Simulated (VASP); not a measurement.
# H (P4/mmm) in VASP: notebook

Runs on H. Level: PBEsol. Tasks: single point.

Program: VASP 6.6.1. These are calculated values, not measurements. Logs are shortened: lines on timing, memory, paths and dates and some standing lists are left out, and cuts for length are marked.

## (1) The cell of the first run

It takes space group P4/mmm (No. 123, tetragonal). Conventional cell: a = 2.756 Å, b = 2.756 Å, c = 0.902 Å, α = 90.00°, β = 90.00°, γ = 90.00°. Within 1.2 Å of H (site symmetry 4/mmm) lie 2 H at 0.90 Å.

## (2) Single point, PBEsol (strain +0.040 along x and y, -0.080 along z)

Input file INCAR:

```
PREC     = Accurate       # precision mode
ENCUT    = 520            # plane-wave cutoff, eV
EDIFF    = 1E-6           # SCF threshold, eV
ISMEAR   = 0              # smearing method
SIGMA    = 0.05           # smearing width, eV
LREAL    = False          # projectors in reciprocal space
LASPH    = True           # aspherical terms in the spheres
NELM     = 80             # most SCF steps
ALGO     = Normal         # electronic algorithm
ISIF     = 2              # what is computed and relaxed
LWAVE    = False          # write WAVECAR
LCHARG   = True           # write CHGCAR
GGA      = PS             # functional
LELF     = True           # ELF
LVHAR    = True         
NBANDS   = 6              # bands
```

Input file KPOINTS:

```
Automatic mesh
0
Gamma
  10 10 26
```

Input file POSCAR:

```
H
1.0
    2.7556242885      0.0000000000      0.0000000000
    0.0000000000      2.7556242885      0.0000000000
    0.0000000000      0.0000000000      0.9020534864
H
1
Direct
    0.0000000000      0.0000000000      0.5000000000
```

Potentials or basis: VASP PAW PBE potentials, release 64 (H).

Run with:

```console
> cat potpaw_PBE.64/H/POTCAR > POTCAR
> mpirun -np 1 vasp_std > vasp.out
```

OUTCAR:

```text
PREC = Accurate
   ENCUT = 520
   EDIFF = 1E-6
   ISMEAR = 0
   LREAL = False
   LASPH = True
   NELM = 80
   ISIF = 2
   GGA = PS

 ion  position               nearest neighbor table
   1  0.000  0.000  0.500-

  LATTYP: Found a simple tetragonal cell.
 ALAT       =     2.7556242885
 C/A-ratio  =     0.3273499548

  Lattice vectors:

 A1 = (   2.7556242885,   0.0000000000,   0.0000000000)
 A2 = (   0.0000000000,   2.7556242885,   0.0000000000)
 A3 = (   0.0000000000,   0.0000000000,   0.9020534864)

Analysis of symmetry for initial positions (statically):
=====================================================================
 Subroutine PRICEL returns:
 Original cell was already a primitive cell.

 Routine SETGRP: Setting up the symmetry group for a
 simple tetragonal supercell.

 Subroutine GETGRP returns: Found 16 space group operations
 (whereof 16 operations were pure point group operations)
 out of a pool of 16 trial point group operations.

The static configuration has the point symmetry D_4h.

Analysis of symmetry for dynamics (positions and initial velocities):
=====================================================================
 Subroutine PRICEL returns:
 Original cell was already a primitive cell.

 Routine SETGRP: Setting up the symmetry group for a
 simple tetragonal supercell.

 Subroutine GETGRP returns: Found 16 space group operations
 (whereof 16 operations were pure point group operations)
 out of a pool of 16 trial point group operations.

The dynamic configuration has the point symmetry D_4h.

 Subroutine INISYM returns: Found 16 space group operations
 (whereof 16 operations are pure point group operations),
 and found     1 'primitive' translations

----------------------------------------------------------------------------------------

                                     Primitive cell

  volume of cell :       6.8497

  direct lattice vectors                    reciprocal lattice vectors
     2.755624288  0.000000000  0.000000000     0.362894174  0.000000000  0.000000000
     0.000000000  2.755624288  0.000000000     0.000000000  0.362894174  0.000000000
     0.000000000  0.000000000  0.902053486     0.000000000  0.000000000  1.108581714

  length of vectors
     2.755624288  2.755624288  0.902053486     0.362894174  0.362894174  1.108581714

  position of ions in fractional coordinates (direct lattice)
     0.000000000  0.000000000  0.500000000

  ion indices of the primitive-cell ions
   primitive index   ion index
                 1           1

----------------------------------------------------------------------------------------

 KPOINTS: Automatic mesh

Automatic generation of k-mesh.
 Grid dimensions read from file:
 generate k-points for:   10   10   26

 Generating k-lattice:

  Cartesian coordinates                     Fractional coordinates (reciprocal lattice)
     0.036289417  0.000000000  0.000000000     0.100000000  0.000000000  0.000000000
     0.000000000  0.036289417  0.000000000     0.000000000  0.100000000  0.000000000
     0.000000000  0.000000000  0.042637758     0.000000000  0.000000000  0.038461538

  Length of vectors
     0.036289417  0.036289417  0.042637758

  Shift w.r.t. Gamma in fractional coordinates (k-lattice)
     0.000000000  0.000000000  0.000000000

 Subroutine IBZKPT returns following result:
 ===========================================

 Found    294 irreducible k-points:

 Following reciprocal coordinates:
            Coordinates               Weight
  0.000000  0.000000  0.000000      1.000000
  0.100000  0.000000  0.000000      4.000000
  0.200000  0.000000  0.000000      4.000000
  0.300000  0.000000  0.000000      4.000000
  0.400000  0.000000  0.000000      4.000000
  0.500000  0.000000  0.000000      2.000000
[... 16 lines left out ...]
  0.100000  0.000000  0.038462      8.000000
  0.200000  0.000000  0.038462      8.000000
 [... further k-points ...]
   k-points           NKPTS =    294   k-points in BZ     NKDIM =    294   number of bands    NBANDS=      6
   number of dos      NEDOS =    301   number of ions     NIONS =      1
   total plane-waves  NPLWV =   3200
   dimension x,y,z NGX =    20 NGY =   20 NGZ =    8
   dimension x,y,z NGXF=    40 NGYF=   40 NGZF=   16
   ions per type =               1
   NGX,Y,Z   is equivalent  to a cutoff of  12.07, 12.07, 14.74 a.u.
   NGXF,Y,Z  is equivalent  to a cutoff of  24.13, 24.13, 29.49 a.u.
 SYSTEM =  unknown system
   PREC   = accura    normal or accurate (medium, high low for compatibility)
   ISTART =      0    job   : 0-new  1-cont  2-samecut
   ICHARG =      2    charge: 1-file 2-atom 10-const
   ISPIN  =      1    spin polarized calculation?
   LNONCOLLINEAR =      F non collinear calculations
   LSORBIT =      F    spin-orbit coupling
   LASPH  =      T    aspherical Exc in radial PAW
   ENCUT  =  520.0 eV  38.22 Ry    6.18 a.u.   5.12  5.12  1.68*2*pi/ulx,y,z
   NELM   =     80;   NELMIN=  2; NELMDL= -5     # of ELM steps
   EDIFF  = 0.1E-05   stopping-criterion for ELM
   LREAL  =      F    real-space projection
   EDIFFG = 0.1E-04   stopping-criterion for IOM
   NSW    =      0    number of steps for IOM
   IBRION =     -1    ionic relax: 0-MD 1-quasi-New 2-CG
   NFREE  =      0    steps in history (QN), initial steepest desc. (CG)
   ISIF   =      2    stress and relaxation
   ISYM   =      2    0-nonsym 1-usesym 2-fastsym
   POTIM  = 0.5000    time-step for ionic-motion
   TEBEG  =    0.0;   TEEND  =   0.0 temperature during run
   PSTRESS=    0.0 pullay stress
   NELECT =       1.0000    total number of electrons
   NUPDOWN=      -1.0000    fix difference up-down
   EMIN   =  10.00;   EMAX   =-10.00  energy-range for DOS
   EFERMI =   0.00;   METHOD = LEGACY
   ISMEAR =     0;   SIGMA  =   0.05  broadening in eV -4-tet -1-fermi 0-gaus
   EFERMI_NEDOS =   21; number of points for ismear=-14 and -15
   IALGO  =     38    algorithm
   IMIX   =      4    mixing-type and parameters
     AMIX     =   0.40;   BMIX     =  1.00
     AMIX_MAG =   1.60;   BMIX_MAG =  1.00
  volume/ion in A,a.u.               =       6.85        46.22
  Fermi-wavevector in a.u.,A,eV,Ry     =   0.862020  1.628982 10.110199  0.743079
  Thomas-Fermi vector in A             =   1.979760
   LORBIT       =      0    0 simple, 1 ext, 2 COOP (PROOUT), +10 PAW based schemes
   GGA     = PS    functional components
   LHFCALC =     F    Hartree Fock is set to
   AEXX    =    0.0000 exact exchange contribution
   IVDW    =     0    specifies the selected vdW correction
   LEPSILON=     F    determine dielectric tensor
   LRPA    =     F    only Hartree local field effects (RPA)
 non-spin polarized calculation
 Gauss-broadening in eV      SIGMA  =   0.05
  energy-cutoff  :      520.00
  volume of cell :        6.85
 maximum number of plane-waves:       195
   NGX = 11   NGY = 11   NGZ =  3

 number of electron       1.0000000 magnetization

 Free energy of the ion-electron system (eV)
  ---------------------------------------------------
  ext. energy  EPLUGINS =         0.00000000
  ---------------------------------------------------
  free energy    TOTEN  =        -2.89272533 eV

  energy without entropy =       -2.89272533  energy(sigma->0) =       -2.89272533

 E-fermi :  -1.0732     XC(G=0):  -6.6985

 val. band max:       -1.3557921623   @ k =   0.5000   0.5000   0.2308
 cond. band min:       0.1971118155   @ k =   0.0000   0.0000   0.2692
 fundamental gap:      1.5529039777
 Fermi energy:        -1.0731508049

 k-point     1 :       0.0000    0.0000    0.0000
  band No.  band energies     occupation
      1     -13.0891      2.00000
      2       6.9583      0.00000
      3      12.6869      0.00000
      4      12.6869      0.00000
      5      15.7465      0.00000
      6      31.9530      0.00000

 k-point     2 :       0.1000    0.0000    0.0000
  band No.  band energies     occupation
      1     -12.9987      2.00000
      2       6.1652      0.00000
      3      12.1317      0.00000
      4      12.8526      0.00000
      5      17.7301      0.00000
      6      29.0373      0.00000

 k-point     3 :       0.2000    0.0000    0.0000
  band No.  band energies     occupation
      1     -12.7489      2.00000
      2       4.4025      0.00000
      3      12.0190      0.00000
      4      13.3364      0.00000
      5      21.5121      0.00000
      6      25.9665      0.00000

 k-point     4 :       0.3000    0.0000    0.0000
  band No.  band energies     occupation
      1     -12.4117      2.00000
      2       2.6365      0.00000
      3      12.4314      0.00000
      4      14.0785      0.00000
      5      23.4158      0.00000
      6      24.0335      0.00000

 k-point     5 :       0.4000    0.0000    0.0000
  band No.  band energies     occupation
      1     -12.1101      2.00000
      2       1.3942      0.00000
      3      12.9816      0.00000
      4      14.8975      0.00000
      5      21.6407      0.00000
      6      22.0411      0.00000

 k-point     6 :       0.5000    0.0000    0.0000
  band No.  band energies     occupation
      1     -11.9869      2.00000
      2       0.9470      0.00000
      3      13.2508      0.00000
      4      15.3147      0.00000
      5      20.9658      0.00000
      6      21.2324      0.00000

 k-point     7 :       0.1000    0.1000    0.0000
  band No.  band energies     occupation
      1     -12.9089      2.00000
      2       5.7410      0.00000
      3      10.4204      0.00000
      4      14.7549      0.00000
      5      18.7657      0.00000
      6      25.8434      0.00000

 k-point     8 :       0.2000    0.1000    0.0000
  band No.  band energies     occupation
      1     -12.6621      2.00000
      2       4.3986      0.00000
      3       9.7059      0.00000
      4      16.0396      0.00000
      5      21.9123      0.00000
      6      22.7175      0.00000
[... 91 lines left out ...]
 k-point    19 :       0.4000    0.4000    0.0000
  band No.  band energies     occupation
      1     -11.2948      2.00000
      2       3.6379      0.00000
      3       4.7547      0.00000
      4       9.9212      0.00000
      5      29.5188      0.00000
      6      34.9485      0.00000

 k-point    20 :       0.5000    0.4000    0.0000
  band No.  band energies     occupation
      1     -11.1960      2.00000
      2       3.6694      0.00000
      3       4.8268      0.00000
      4       8.9630      0.00000
      5      30.8438      0.00000
      6      38.2639      0.00000

 k-point    21 :       0.5000    0.5000    0.0000
  band No.  band energies     occupation
      1     -11.1003      2.00000
      2       4.3680      0.00000
      3       4.3680      0.00000
      4       7.8713      0.00000
      5      33.1502      0.00000
      6      39.1939      0.00000

 k-point    22 :       0.0000    0.0000    0.0385
  band No.  band energies     occupation
      1     -12.8178      2.00000
      2       7.2301      0.00000
      3      12.9602      0.00000
      4      12.9602      0.00000
      5      16.0200      0.00000
      6      32.2252      0.00000

 k-point    23 :       0.1000    0.0000    0.0385
  band No.  band energies     occupation
      1     -12.7270      2.00000
      2       6.4377      0.00000
      3      12.4049      0.00000
      4      13.1261      0.00000
      5      18.0036      0.00000
      6      29.3104      0.00000

 k-point    24 :       0.2000    0.0000    0.0385
  band No.  band energies     occupation
      1     -12.4770      2.00000
      2       4.6755      0.00000
      3      12.2920      0.00000
      4      13.6102      0.00000
      5      21.7855      0.00000
      6      26.2398      0.00000

 [... further k-points ...]

------------------------ aborting loop because EDIFF is reached ----------------------------------------

  FORCE on cell =-STRESS in cart. coord.  units (eV):
  Direction    XX          YY          ZZ          XY          YZ          ZX
  --------------------------------------------------------------------------------------
  -------------------------------------------------------------------------------------
  Total        0.0205466      0.0205466      1.4069949      0.0000000      0.0000000      0.0000000
  in kB        4.8059355      4.8059355    329.1022097      0.0000000      0.0000000      0.0000000
  external PRESSURE =     112.9046936 kB  Pullay stress =       0.0000000 kB

 VOLUME and BASIS-vectors are now :
 -----------------------------------------------------------------------------
  energy-cutoff  :      520.00
  volume of cell :        6.85
      direct lattice vectors                 reciprocal lattice vectors
     2.755624288  0.000000000  0.000000000     0.362894174  0.000000000  0.000000000
     0.000000000  2.755624288  0.000000000     0.000000000  0.362894174  0.000000000
     0.000000000  0.000000000  0.902053486     0.000000000  0.000000000  1.108581714

 POSITION                                       TOTAL-FORCE (eV/Angst)
 -----------------------------------------------------------------------------------
      0.00000      0.00000      0.45103         0.000000      0.000000      0.000000
 -----------------------------------------------------------------------------------
    total drift:                               -0.000000      0.000000     -0.000000

  FREE ENERGIE OF THE ION-ELECTRON SYSTEM (eV)
  ---------------------------------------------------
  free  energy   TOTEN  =        -2.8927253267 eV

  energy  without entropy=       -2.8927253267  energy(sigma->0) =       -2.89272533
```

Run time: 6.2 s. Hardware: 1 thread of AMD EPYC 7R13 (Zen 3), shared host; peak memory 0.08 GiB.

Results:

* Free energy: -2.8927 eV
* Pressure: 11.3 GPa

Levels at points of the mesh, in eV from the Fermi level:
```tsv
k point	band 1	band 2	band 3
(0.00, 0.00, 0.00)	-12.02	8.03	13.76
(0.50, 0.00, 0.00)	-10.91	2.02	14.32
(0.50, 0.50, 0.00)	-10.03	5.44	5.44
(0.00, 0.00, 0.50)	30.13	37.59	52.47
(0.50, 0.00, 0.50)	30.78	39.41	48.12
(0.50, 0.50, 0.50)	31.30	40.91	51.48
```

Caveat: the cell differs from its parent crystal (strain +0.040 along x and y, -0.080 along z); the PAW data sets were made with another functional, which shifts forces and pressure a little.

## (3) Single point, PBEsol (strain +0.040 along x and y, -0.040 along z)

Input file INCAR:

```
SYSTEM = H
PREC = Accurate ; ENCUT = 520
EDIFF = 1E-7 ; ISMEAR = 0
SIGMA = 0.05 ; LREAL = .FALSE.
LASPH = .TRUE. ; NELM = 60
ALGO = Normal ; ISIF = 2
LWAVE = .FALSE. ; LCHARG = .FALSE.
GGA = PS ; NBANDS = 6
```

Input file KPOINTS:

```
Automatic mesh
0
G
  10 10 26
  0 0 0
```

Changes to POSCAR since step 2:

```diff
@@ -4,3 +4,3 @@
     0.0000000000      2.7556242885      0.0000000000
-    0.0000000000      0.0000000000      0.9020534864
+    0.0000000000      0.0000000000      0.9412732032
 H
```

Potentials or basis: VASP PAW PBE potentials, release 64 (H).

Run with:

```console
> cat potpaw_PBE.64/H/POTCAR > POTCAR
> mpirun -np 1 vasp_std > vasp.out
```

Wall time 6 s (1 thread of AMD EPYC 7R13 (Zen 3), shared host); peak memory 0.08 GiB.

Results (log left out):

```yaml
Free_energy: -2.9378 eV
Pressure: 5.7 GPa
```

Stress tensor (GPa, compression positive):
```
 0.61  0.00  0.00
 0.00  0.61  0.00
 0.00  0.00 15.82
```

Levels at points of the mesh, in eV from the Fermi level:
| k point | band 1 | band 2 | band 3 |
| --- | --- | --- | --- |
| (0.00, 0.00, 0.00) | -11.45 | 8.37 | 14.01 |
| (0.50, 0.00, 0.00) | -10.29 | 2.20 | 14.62 |
| (0.50, 0.50, 0.00) | -9.35 | 5.65 | 5.65 |
| (0.00, 0.00, 0.50) | 26.97 | 34.34 | 48.99 |
| (0.50, 0.00, 0.50) | 27.65 | 36.25 | 44.52 |
| (0.50, 0.50, 0.50) | 28.20 | 37.83 | 47.90 |

Caveat: the cell differs from its parent crystal (strain +0.040 along x and y, -0.040 along z); the PAW data sets were made with another functional, which shifts forces and pressure a little.

[end of part 1 of 2]
